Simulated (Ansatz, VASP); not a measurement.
Si: VASP beside Ansatz

```xyz
4
Lattice="-3.3561 3.3561 1.9401 3.3561 -3.3561 1.9401 3.3561 3.3561 -1.9401" Properties=species:S:1:pos:R:3 pbc="T T T"
Si    1.2005    1.2005   -0.0854
Si    2.1557    2.1557    1.8547
Si    2.1557   -2.1557    2.0255
Si   -2.1557    2.1557    2.0255
```

Change from the starting cell: mode 4 frozen in at -0.084 Å, equal normal strain along x, y and z +0.0167.

Alike in both runs: task single point; functional LDA; k mesh 10 × 10 × 10; occupations gaussian, width 0.03 eV; no spin polarisation.

```csv
,VASP,Ansatz
version,VASP 6.6.1,Ansatz 0.2.0
potentials or method,"VASP PAW LDA potentials, release 64 (Si), cutoff 520 eV","scalar-relativistic, plane waves, PAW"
valence electrons in the cell,16,16
```

```csv
,VASP,Ansatz,Ansatz less VASP
gap on the k mesh at the Fermi level (eV),0.29,0.29,-0.001
least direct gap on the mesh (eV),0.46,0.46,+0.002
pressure (GPa),-4.2,-4.2,-0.04
"traceless stress, the component that is largest in VASP (GPa)",-0.10,-0.09,+0.013
rms of the force components (eV/Å),0.139,0.140,+0.0010
```

Ansatz warns that its potentials were made for another functional, while VASP's fit it. LDA's correlation is that of Perdew and Zunger in VASP and of Perdew and Wang (1992) in Ansatz. Atom by atom the forces differ by 0.002 eV/Å (rms over components).
